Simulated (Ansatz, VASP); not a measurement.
# TiAl3: VASP beside Ansatz

Contents of POSCAR:

```
TiAl3
1.0
    2.8396770000      0.0000000000      0.0000000000
    0.0000000000      4.6812640000      0.0000000000
    0.0000000000      0.0000000000      4.9007420000
Ti Al
1 3
Direct
    0.0000000000      0.5000000000      0.1659160000
    0.5000000000      0.5000000000      0.6672710000
    0.5000000000      0.0000000000      0.3309120000
    0.0000000000      0.0000000000      0.8359000000
```

INCAR.step1

```
SYSTEM = TiAl3
  PREC = Accurate
  ENCUT = 520
  ISMEAR = 0
  SIGMA = 0.1
  LREAL = .False.
  LASPH = .True.
  NELM = 60
  NBANDS = 18
  GGA = PE
  ALGO = Normal
  EDIFF = 1E-4
  LWAVE = .True.
  LCHARG = .False.
```

INCAR.step2

```
SYSTEM = TiAl3
  PREC = Accurate
  ENCUT = 520
  EDIFF = 1E-7
  ISMEAR = 0
  SIGMA = 0.1
  LREAL = .False.
  LASPH = .True.
  NELM = 60
  ALGO = Normal
  ISIF = 2
  LWAVE = .False.
  LCHARG = .False.
  METAGGA = R2SCAN
  LMIXTAU = .True.
  NBANDS = 18
  ISTART = 1
```

KPOINTS

```
regular mesh
0
Gamma
  14 8 8
  0 0 0
```

Input for Ansatz:

```yaml
crystal:
  lattice:
    - [2.839677, 0.0, 0.0]
    - [0.0, 4.681264, 0.0]
    - [0.0, 0.0, 4.900742]
  atoms:
    - { symbol: Ti, position: [0.0, 0.5, 0.165916] }
    - { symbol: Al, position: [0.5, 0.5, 0.667271] }
    - { symbol: Al, position: [0.5, 0.0, 0.330912] }
    - { symbol: Al, position: [0.0, 0.0, 0.8359] }
basis:
  ecutwfc: 500
kpoints:
  mp_grid: { grid: [14, 8, 8] }
hamiltonian:
  xc: r2scan
scf:
  occupations: { method: gaussian, width: 0.1 }
output:
  forces: true
  stress: true
  eigenvalues: true
```

Alike in both runs: task single point; functional r2SCAN; k mesh 14 × 8 × 8; occupations gaussian, width 0.1 eV; no spin polarisation.

|  | VASP | Ansatz |
| --- | --- | --- |
| version | VASP 6.6.1 | Ansatz 0.2.0 |
| potentials or method | VASP PAW PBE potentials, release 64 (Ti_sv, Al), cutoff 520 eV | scalar-relativistic, plane waves, PAW |
| valence electrons in the cell | 21 | 21 |

Ansatz gave:

| Property | Result |
| --- | --- |
| gap on the k mesh at the Fermi level (eV) | none |
| pressure (GPa) | -2.2 |
| traceless stress, the component that is largest in VASP (GPa) | -1.25 |
| rms of the force components (eV/Å) | 0.010 |

Task: What did VASP give for the same quantities?

Result: gap on the k mesh at the Fermi level (eV): none; pressure (GPa): -2.3; traceless stress, the component that is largest in VASP (GPa): -1.26; rms of the force components (eV/Å): 0.013.

VASP's potentials were made for PBE, not for r2SCAN. Atom by atom the forces differ by 0.005 eV/Å (rms over components). A gap of «none» marks a metal or a gap that the smearing closes. With one functional, cell and mesh, what is left measures potentials, basis and numerics.
